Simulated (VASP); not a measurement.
Input of a VASP 6.6.1 run:

Contents of INCAR:

```
  PREC = Accurate
  ENCUT = 520
  EDIFF = 1E-7
  ISMEAR = -1
  SIGMA = 0.05
  LREAL = Auto
  LASPH = T
  NELM = 80
  ALGO = Normal
  ISIF = 2
  LWAVE = F
  LCHARG = F
  GGA = PS
  NBANDS = 186
  ISYM = 0
```

The input KPOINTS:

```
Automatic mesh
0
Gamma
  1 1 1
  0.25 0.25 0.25
```

File POSCAR:

```
Sr8ZrTi7O24
1.0
    7.8438548138      0.0000000000      0.0000000000
    0.0000000000      7.8438548138      0.0000000000
    0.0000000000      0.0000000000      7.8438548138
Sr Ti Zr O
8 7 1 24
Direct
    0.9875170000      0.0011730000      0.9973260000
    0.9899870000      0.0024600000      0.4918730000
    0.9917320000      0.4896500000      0.0028490000
    0.9931690000      0.4932460000      0.4937870000
    0.4967480000      0.9964920000      0.9966210000
    0.5010750000      0.9969480000      0.4874800000
    0.4975910000      0.4871000000      0.0008220000
    0.5028160000      0.4909510000      0.4895690000
    0.2444770000      0.2404940000      0.2432060000
    0.2417600000      0.2494840000      0.7409360000
    0.2411150000      0.7414480000      0.2497700000
    0.7448490000      0.2445710000      0.2448180000
    0.7407470000      0.2430000000      0.7443820000
    0.7434510000      0.7443860000      0.2406320000
    0.7494780000      0.7407620000      0.7416610000
    0.2501980000      0.7497780000      0.7502400000
    0.2614000000      0.2257750000      0.0053890000
    0.2434450000      0.2804090000      0.5029470000
    0.2272960000      0.7862370000      0.0116510000
    0.2840570000      0.7260540000      0.4935640000
    0.7449090000      0.2598700000      0.0028470000
    0.7602640000      0.2448730000      0.5014320000
    0.7820260000      0.7446170000      0.0052060000
    0.7258950000      0.7582340000      0.5031980000
    0.0016860000      0.2595000000      0.2446380000
    0.0030960000      0.2267340000      0.7591860000
    0.0030550000      0.7429390000      0.2808800000
    0.9933950000      0.7816760000      0.7261590000
    0.5029720000      0.2444980000      0.2607680000
    0.5050190000      0.2800390000      0.7443690000
    0.5054840000      0.7610360000      0.2266070000
    0.5114880000      0.7284410000      0.7870800000
    0.2446550000      0.0048040000      0.2820900000
    0.2850460000      0.0110510000      0.7271660000
    0.2592460000      0.5027160000      0.2259210000
    0.2279010000      0.4929500000      0.7843450000
    0.7609210000      0.0024160000      0.2454420000
    0.7277050000      0.0048320000      0.7606220000
    0.7451190000      0.5011410000      0.2596050000
    0.7790810000      0.5023400000      0.7436800000
```

Potentials or basis: VASP PAW PBE potentials, release 64 (Sr_sv, Ti_sv, Zr_sv, O).

Launch:

```bash
$ cat potpaw_PBE.64/Sr_sv/POTCAR potpaw_PBE.64/Ti_sv/POTCAR potpaw_PBE.64/Zr_sv/POTCAR potpaw_PBE.64/O/POTCAR > POTCAR
$ mpirun -np 1 vasp_std > vasp.out
```

Problem. Predict the largest force.

Solution. 0.137 eV/Å.

Problem. Estimate the pressure.

Solution. 0.7 GPa.

Problem. Estimate the band gap on the k mesh.

Solution. 2.86 eV, indirect (the least direct gap lies 1.7 meV higher).

Stress tensor (GPa, compression positive):
```
 0.78 -0.14 -0.12
-0.14  0.75 -0.13
-0.12 -0.13  0.71
```

Caveat: the k points lie up to 0.80 Å⁻¹ apart; the PAW data sets were made with another functional, which shifts forces and pressure a little. A k mesh can miss the band edges.
